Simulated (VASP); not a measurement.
Wanted: the native input for a VASP 6.6.1 run.

* Task: single point
* Functional: r2SCAN
* Potentials or basis: VASP PAW PBE potentials, release 64 (Ta_pv, N)
* Cutoff: 520 eV
* k mesh: 10 × 10 × 6
* Occupations: fermi-dirac, width 0.05 eV
* Spin: no spin polarisation
* Hubbard terms: Ta d U = 5.0 eV
* Dipole correction: no
* Further INCAR settings: ALGO = Normal; EDIFF = 1e-06; NBANDS = 20

Ta2N:

```xyz
3
Lattice="3.1129 0.0000 0.0000 -1.5564 2.6958 0.0000 0.0000 0.0000 4.8698" Properties=species:S:1:pos:R:3 pbc="T T T"
Ta    0.0000    1.7972    1.2404
Ta    1.5564    0.8986    3.6294
N     0.0000    0.0000    0.0000
```

One way to write it, as run:

POSCAR

```
Ta2N
1.0
    3.1128615060      0.0000000000      0.0000000000
   -1.5564307530      2.6958171426      0.0000000000
    0.0000000000      0.0000000000      4.8698410000
Ta N
2 1
Direct
    0.3333333333      0.6666666667      0.2547110000
    0.6666666667      0.3333333333      0.7452890000
    0.0000000000      0.0000000000      0.0000000000
```

INCAR.step1

```
PREC = Accurate
ENCUT = 520
ISMEAR = -1
SIGMA = 0.05
LREAL = False
LASPH = True
NELM = 150
LMAXMIX = 4
LDAU = True
LDAUTYPE = 2
LDAUL = 2 -1
LDAUU = 5 0
LDAUJ = 0 0
NBANDS = 20
GGA = PE
ALGO = Normal
EDIFF = 1E-4
LWAVE = True
LCHARG = False
```

INCAR.step2

```
PREC = Accurate
ENCUT = 520
EDIFF = 1E-6
ISMEAR = -1
SIGMA = 0.05
LREAL = False
LASPH = True
NELM = 150
ALGO = Normal
ISIF = 2
LWAVE = False
LCHARG = False
LMAXMIX = 4
LDAU = True
LDAUTYPE = 2
LDAUL = 2 -1
LDAUU = 5 0
LDAUJ = 0 0
LDAUPRINT = 1
METAGGA = R2SCAN
LMIXTAU = True
NBANDS = 20
ISTART = 1
```

KPOINTS

```
Automatic mesh
0
Gamma
  10 10 6
```

Potentials or basis: VASP PAW PBE potentials, release 64 (Ta_pv, N).

Command:

```sh
$ cat potpaw_PBE.64/Ta_pv/POTCAR potpaw_PBE.64/N/POTCAR > POTCAR
$ cp INCAR.step1 INCAR
$ mpirun -np 1 vasp_std > vasp.out
$ cp INCAR.step2 INCAR
$ mpirun -np 1 vasp_std > vasp.out
```

It gave:

* Pressure: 10.1 GPa
* Largest force: 0.771 eV/Å

Caveat: the PAW data sets were made with another functional, which shifts forces and pressure a little; U without spin polarisation on a metal has little footing.

It took 110 s on 1 thread of Intel Xeon 6975P-C (shared host), peak memory 0.2 GiB.
